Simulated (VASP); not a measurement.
# AlGa3N4 (P-43m) in VASP: notebook, part 2 of 3

VASP 6.6.1.

**3. Relaxation of cell and atoms, PBEsol, target pressure -1 GPa, at which the enthalpy is minimised**

This run uses another cell than the first one, of 11.26 Å³/atom, 1.020 times its volume.

Input file INCAR:

```
SYSTEM = AlGa3N4
PREC = Accurate ; ENCUT = 600
EDIFF = 1E-7 ; ISMEAR = 0
SIGMA = 0.02 ; LREAL = .FALSE.
LASPH = .TRUE. ; NELM = 80
ALGO = Normal ; ISIF = 3
LWAVE = .FALSE. ; LCHARG = .FALSE.
GGA = PS ; IBRION = 2
NSW = 70 ; EDIFFG = -0.008
PSTRESS = -10.0
```

Input file KPOINTS:

```
Automatic mesh
0
G
  6 6 6
  0 0 0
```

Input file POSCAR:

```
AlGa3N4
1.0
    4.4820733774      0.0000000000      0.0000000000
    0.0000000000      4.4820733774      0.0000000000
    0.0000000000      0.0000000000      4.4820733774
Al Ga N
1 3 4
Direct
    0.0000000000      0.0000000000      0.0000000000
    0.5000000000      0.5000000000      0.0000000000
    0.5000000000      0.0000000000      0.5000000000
    0.0000000000      0.5000000000      0.5000000000
    0.7550309210      0.7550309210      0.2449690790
    0.7550309210      0.2449690790      0.7550309210
    0.2449690790      0.7550309210      0.7550309210
    0.2449690790      0.2449690790      0.2449690790
```

Potentials or basis: VASP PAW PBE potentials, release 64 (Al, Ga_d, N).

Started as:

```bash
$ cat potpaw_PBE.64/Al/POTCAR potpaw_PBE.64/Ga_d/POTCAR potpaw_PBE.64/N/POTCAR > POTCAR
$ mpirun -np 1 vasp_std > vasp.out
```

OUTCAR:

```text
SYSTEM = AlGa3N4
   PREC = Accurate
   ENCUT = 600
   EDIFF = 1E-7
   ISMEAR = 0
   LREAL = .FALSE.
   LASPH = .TRUE.
   NELM = 80
   ISIF = 3
   GGA = PS
   IBRION = 2
   NSW = 70
   EDIFFG = -0.008
   PSTRESS = -10.0

 ion  position               nearest neighbor table
   1  0.000  0.000  0.000-   5 1.90   6 1.90   7 1.90   8 1.90
   2  0.500  0.500  0.000-   5 1.95   6 1.95   7 1.95   8 1.95
   3  0.500  0.000  0.500-   5 1.95   6 1.95   7 1.95   8 1.95
   4  0.000  0.500  0.500-   5 1.95   6 1.95   7 1.95   8 1.95
   5  0.755  0.755  0.245-   1 1.90   2 1.95   3 1.95   4 1.95
   6  0.755  0.245  0.755-   1 1.90   2 1.95   3 1.95   4 1.95
   7  0.245  0.755  0.755-   1 1.90   2 1.95   3 1.95   4 1.95
   8  0.245  0.245  0.245-   1 1.90   2 1.95   3 1.95   4 1.95

  LATTYP: Found a simple cubic cell.
[... 197 lines left out ...]
  --------------------------------------------------------------------------------------
  -------------------------------------------------------------------------------------
  Total       -1.2126110     -1.2126110     -1.2126110      0.0000000     -0.0000000     -0.0000000
  in kB      -21.5772061    -21.5772061    -21.5772061      0.0000000     -0.0000000     -0.0000000
  external PRESSURE =     -11.5772061 kB  Pullay stress =     -10.0000000 kB
[... 75 lines left out ...]
--------------------------------------- Ionic step        3  -------------------------------------------

 number of electron      61.9999970 magnetization

 Free energy of the ion-electron system (eV)
  ---------------------------------------------------
  ext. energy  EPLUGINS =         0.00000000
  ---------------------------------------------------
  free energy    TOTEN  =       -54.97448961 eV

  energy without entropy =      -54.97448961  energy(sigma->0) =      -54.97448961

 E-fermi :   5.4227     XC(G=0): -11.7249

 val. band max:        5.2774268881   @ k =   0.0000   0.0000   0.0000
 cond. band min:       7.5619213370   @ k =   0.0000   0.0000   0.0000
 fundamental gap:      2.2844944489
 Fermi energy:         5.4227159905

 k-point     1 :       0.0000    0.0000    0.0000
  band No.  band energies     occupation
      1     -10.3809      2.00000
      2      -9.0966      2.00000
      3      -9.0966      2.00000
      4      -9.0966      2.00000
      5      -7.8344      2.00000
      6      -7.8139      2.00000
[... 828 lines left out ...]
  energy  without entropy=      -54.9744896111  energy(sigma->0) =      -54.97448961

  enthalpy is  TOTEN    =       -55.5330666306 eV   P V=       -0.5585770195

 reached required accuracy - stopping structural energy minimisation
```

OSZICAR:

```text
N       E                     dE             d eps       ncg     rms          rms(c)
DAV:   1     0.688478194320E+03    0.68848E+03   -0.31594E+04  1589   0.307E+03
DAV:   2     0.596086296647E+02   -0.62887E+03   -0.60654E+03  1624   0.722E+02
DAV:   3    -0.542468534096E+02   -0.11386E+03   -0.11027E+03  1761   0.217E+02
DAV:   4    -0.625527570154E+02   -0.83059E+01   -0.82562E+01  2056   0.604E+01
[... 27 lines left out ...]
DAV:   4    -0.549745095590E+02    0.29102E-03   -0.14718E-03  1871   0.269E-01    0.552E-02
DAV:   5    -0.549744950530E+02    0.14506E-04   -0.91527E-05  1862   0.733E-02    0.401E-02
DAV:   6    -0.549744909740E+02    0.40790E-05   -0.24864E-05  2259   0.401E-02    0.925E-03
DAV:   7    -0.549744896477E+02    0.13263E-05   -0.83865E-06  1956   0.231E-02    0.140E-03
DAV:   8    -0.549744896111E+02    0.36586E-07   -0.70574E-07  1594   0.579E-03
   3 F= -.55533067E+02 E0= -.55533067E+02  d E =-.197121E-02
```

CONTCAR:

```text
AlGa3N4
   1.00000000000000
     4.4729895365002932   -0.0000000000000000   -0.0000000000000000
     0.0000000000000000    4.4729895365002932    0.0000000000000000
     0.0000000000000000   -0.0000000000000000    4.4729895365002932
  Al              Ga              N
     1     3     4
Direct
     0.0000000000000000    0.0000000000000000    0.0000000000000000
     0.5000000000000000    0.5000000000000000    0.0000000000000000
     0.5000000000000000    0.0000000000000000    0.5000000000000000
     1.0000000000000000    0.5000000000000000    0.5000000000000000
     0.7550009191680843    0.7550009191680843    0.2449990808319157
     0.7550009191680843    0.2449990808319157    0.7550009191680843
     0.2449990808319157    0.7550009191680843    0.7550009191680843
     0.2449990808319157    0.2449990808319157    0.2449990808319157

  0.00000000E+00  0.00000000E+00  0.00000000E+00
  0.00000000E+00  0.00000000E+00  0.00000000E+00
  0.00000000E+00  0.00000000E+00  0.00000000E+00
  0.00000000E+00  0.00000000E+00  0.00000000E+00
  0.00000000E+00  0.00000000E+00  0.00000000E+00
  0.00000000E+00  0.00000000E+00  0.00000000E+00
  0.00000000E+00  0.00000000E+00  0.00000000E+00
  0.00000000E+00  0.00000000E+00  0.00000000E+00
```

Wall time 6.8 min (1 thread of AMD EPYC 7R13, shared host); peak memory 0.22 GiB.

Results:

```yaml
Free_energy: -54.9745 eV
Relaxed_volume: 11.19 Å³/atom
Relaxed_cell: a = 4.473 Å, b = 4.473 Å, c = 4.473 Å, α = 90.00°, β = 90.00°, γ = 90.00°
Space_group_after_relaxing_to_0.05_Å: P-43m (No. 215)
Energy_change_on_relaxing_the_enthalpy_is_what_falls: -0.7 meV/atom
Ionic_steps: 3
Pressure_after_relaxing: -1.0 GPa
Largest_force_after_relaxing: 0.004 eV/Å
Band_gap_on_the_k_mesh: 2.28 eV, direct
```

Forces on the atoms (eV/Å):
```
Al   0.000  0.000  0.000
Ga   0.000  0.000  0.000
Ga   0.000  0.000  0.000
Ga   0.000  0.000  0.000
N   -0.002 -0.002  0.002
N   -0.002  0.002 -0.002
N    0.002 -0.002 -0.002
N    0.002  0.002  0.002
```

Step by step:
| step | energy change (eV) | largest force (eV/Å) | pressure (GPa) | volume (Å³) |
| --- | --- | --- | --- | --- |
| 1 | 0.0000 | 0.0094 | -2.16 | 90.04 |
| 2 | -0.0069 | 0.0019 | 0.05 | 88.98 |
| 3 | -0.0054 | 0.0037 | -1.01 | 89.49 |

Final structure:
```cif
data_structure
_symmetry_space_group_name_H-M 'P 1'
_symmetry_Int_Tables_number 1
_cell_length_a 4.4730
_cell_length_b 4.4730
_cell_length_c 4.4730
_cell_angle_alpha 90.000
_cell_angle_beta 90.000
_cell_angle_gamma 90.000
_cell_volume 89.49
loop_
_atom_site_label
_atom_site_type_symbol
_atom_site_fract_x
_atom_site_fract_y
_atom_site_fract_z
_atom_site_occupancy
Al1 Al 0.00000 0.00000 0.00000 1
Ga1 Ga 0.50000 0.50000 0.00000 1
Ga2 Ga 0.50000 0.00000 0.50000 1
Ga3 Ga 0.00000 0.50000 0.50000 1
N1 N 0.75500 0.75500 0.24500 1
N2 N 0.75500 0.24500 0.75500 1
N3 N 0.24500 0.75500 0.75500 1
N4 N 0.24500 0.24500 0.24500 1
```

Levels at points of the mesh, in eV from the valence-band top:
| k point | band 27 | band 28 | band 29 | band 30 | band 31 | band 32 | band 33 | band 34 | band 35 | band 36 |
| --- | --- | --- | --- | --- | --- | --- | --- | --- | --- | --- |
| (0.00, 0.00, 0.00) | -2.47 | -2.47 | 0.00 | 0.00 | 0.00 | 2.28 | 3.33 | 3.33 | 3.33 | 6.43 |
| (0.50, 0.00, 0.00) | -2.84 | -1.48 | -1.48 | -1.20 | -1.20 | 4.83 | 4.93 | 6.13 | 6.13 | 7.65 |
| (0.50, 0.50, 0.00) | -3.03 | -0.98 | -0.94 | -0.94 | -0.63 | 6.64 | 6.81 | 6.81 | 7.26 | 7.27 |
| (0.50, 0.50, 0.50) | -0.75 | -0.75 | -0.68 | -0.68 | -0.68 | 4.90 | 4.90 | 4.90 | 6.17 | 8.90 |

Caveat: the cell is relaxed towards a set pressure, so the enthalpy falls and the energy may rise; the PAW data sets were made with another functional, which shifts forces and pressure a little.

**4. Relaxation of the atoms, PBEsol (volume scaled by 0.97)**

Input file INCAR:

```
PREC = Accurate
ENCUT = 520
EDIFF = 1E-6
ISMEAR = 0
SIGMA = 0.02
LREAL = F
LASPH = T
NELM = 100
ALGO = Normal
ISIF = 2
LWAVE = F
LCHARG = F
GGA = PS
IBRION = 2
NSW = 50
EDIFFG = -0.01
```

Input file KPOINTS:

```
Automatic mesh
0
Gamma
  6 6 6
```

Input file POSCAR:

```
AlGa3N4
1.0
    4.4224972741      0.0000000000      0.0000000000
    0.0000000000      4.4224972741      0.0000000000
    0.0000000000      0.0000000000      4.4224972741
Al Ga N
1 3 4
Direct
    0.0000000000      0.0000000000      0.0000000000
    0.5000000000      0.5000000000      0.0000000000
    0.5000000000      0.0000000000      0.5000000000
    0.0000000000      0.5000000000      0.5000000000
    0.7550309220      0.7550309220      0.2449690780
    0.7550309220      0.2449690780      0.7550309220
    0.2449690780      0.7550309220      0.7550309220
    0.2449690780      0.2449690780      0.2449690780
```

Started as:

```bash
$ cat potpaw_PBE.64/Al/POTCAR potpaw_PBE.64/Ga_d/POTCAR potpaw_PBE.64/N/POTCAR > POTCAR
$ mpirun -np 1 vasp_std > vasp.out
```

Run time: 86 s. Hardware: 1 thread of Intel Xeon Platinum 8259CL at 2.50GHz (Skylake/Cascade Lake), shared host; peak memory 0.23 GiB.

The run converged. Its results:

* Free energy: -54.9183 eV
* Pressure after relaxing: 6.1 GPa
* Largest force after relaxing: 0.007 eV/Å
* Band gap on the k mesh: 2.52 eV, direct

Forces on the atoms (eV/Å):
```
Al   0.000  0.000  0.000
Ga   0.000  0.000  0.000
Ga   0.000  0.000  0.000
Ga   0.000  0.000  0.000
N   -0.004 -0.004  0.004
N   -0.004  0.004 -0.004
N    0.004 -0.004 -0.004
N    0.004  0.004  0.004
```

Final structure:
```xyz
8
Lattice="4.4225 0.0000 0.0000 0.0000 4.4225 0.0000 0.0000 0.0000 4.4225" Properties=species:S:1:pos:R:3 pbc="T T T"
Al    0.0000    0.0000    0.0000
Ga    2.2112    2.2112    0.0000
Ga    2.2112    0.0000    2.2112
Ga    0.0000    2.2112    2.2112
N     3.3391    3.3391    1.0834
N     3.3391    1.0834    3.3391
N     1.0834    3.3391    3.3391
N     1.0834    1.0834    1.0834
```

Levels at points of the mesh, in eV from the valence-band top:
```tsv
k point	band 27	band 28	band 29	band 30	band 31	band 32	band 33	band 34	band 35	band 36
(0.00, 0.00, 0.00)	-2.56	-2.56	0.00	0.00	0.00	2.52	3.35	3.35	3.35	6.62
(0.50, 0.00, 0.00)	-2.85	-1.54	-1.54	-1.24	-1.24	4.97	5.07	6.21	6.21	7.91
(0.50, 0.50, 0.00)	-3.13	-1.02	-0.97	-0.97	-0.65	6.89	7.10	7.10	7.36	7.41
(0.50, 0.50, 0.50)	-0.78	-0.78	-0.70	-0.70	-0.70	5.16	5.16	5.16	6.41	9.09
```

Caveat: the cell differs from its parent crystal (volume scaled by 0.97); the relaxation stopped at its first step, so nothing moved; the PAW data sets were made with another functional, which shifts forces and pressure a little.

(Continued in part 3 of 3.)
